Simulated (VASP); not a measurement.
Si, 8 atoms in the cell. Symmetry: Ia-3, No. 206, cubic system. Conventional cell: a = 6.492 Å, b = 6.492 Å, c = 6.492 Å, α = 90.00°, β = 90.00°, γ = 90.00°. Within 3.0 Å of Si (site symmetry 3) lie 4 Si at 2.30 to 2.33 Å.  This cell differs from its parent crystal: volume 17.103 Å^3 an atom, c/a of the conventional cell 1.0000.

```yaml
Program: VASP 6.6.1
Task: single point
Functional: PBEsol
Potentials_or_basis: VASP PAW PBE potentials, release 64 (Si)
Cutoff: 520 eV
k_mesh: 10 × 10 × 10
Occupations: gaussian, width 0.15 eV
Spin: no spin polarisation
Dipole_correction: no
Further_INCAR_settings: ALGO = Normal; EDIFF = 1e-06; NBANDS = 26
```

Potentials or basis: VASP PAW PBE potentials, release 64 (Si).

Command:

```bash
$ cat potpaw_PBE.64/Si/POTCAR > POTCAR
$ mpirun -np 1 vasp_std > vasp.out
```

Hardware: 1 thread of Intel(R) Xeon(R) 6975P-C (Granite Rapids) (shared host).

Task: How long does it take, and how much memory?

Result: Run time: 83 s on 1 thread of Intel(R) Xeon(R) 6975P-C (Granite Rapids) (shared host), peak memory 0.33 GiB. Counts: scf iterations 13, k points 61.
